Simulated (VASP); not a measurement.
Here is a VASP 6.6.1 calculation.

Contents of INCAR:

```
ALGO = Normal ; EDIFF = 1E-7
EDIFFG = -0.005 ; ENCUT = 600
GGA = PE ; IBRION = 2
ISIF = 3 ; ISMEAR = -1
LASPH = True ; LCHARG = False
LREAL = False ; LWAVE = False
NELM = 60 ; NSW = 32
PREC = Accurate ; PSTRESS = 170.0
SIGMA = 0.05
```

The input KPOINTS:

```
k-points
0
Gamma
  13 13 13
```

Contents of POSCAR:

```
NbAs
1.0
    3.1275164392      0.0000000000      0.0000000000
    0.0000000000      3.1275164392      0.0000000000
    0.0000000000      0.0000000000      3.1275164392
Nb As
1 1
Direct
    0.0000000000      0.0000000000      0.0000000000
    0.5000000000      0.5000000000      0.5000000000
```

Potentials or basis: VASP PAW PBE potentials, release 64 (Nb_sv, As).

Run with:

```console
$ cat potpaw_PBE.64/Nb_sv/POTCAR potpaw_PBE.64/As/POTCAR > POTCAR
$ mpirun -np 1 vasp_std > vasp.out
```

(1) Predict the relaxed volume.

(2) Predict the band gap on the k mesh.

(3) What does it give for the relaxed cell?

(4) Estimate the space group after relaxing (to 0.1 Å).

## Answers

(1) 15.30 Å³/atom.

(2) zero (bands 9 and 10 overlap by 3.55 eV).

(3) a = 3.128 Å, b = 3.128 Å, c = 3.128 Å, α = 90.00°, β = 90.00°, γ = 90.00°.

(4) Pm-3m (No. 221).

Caveat: the cell is relaxed towards a set pressure, so the run minimises the enthalpy, not the energy.
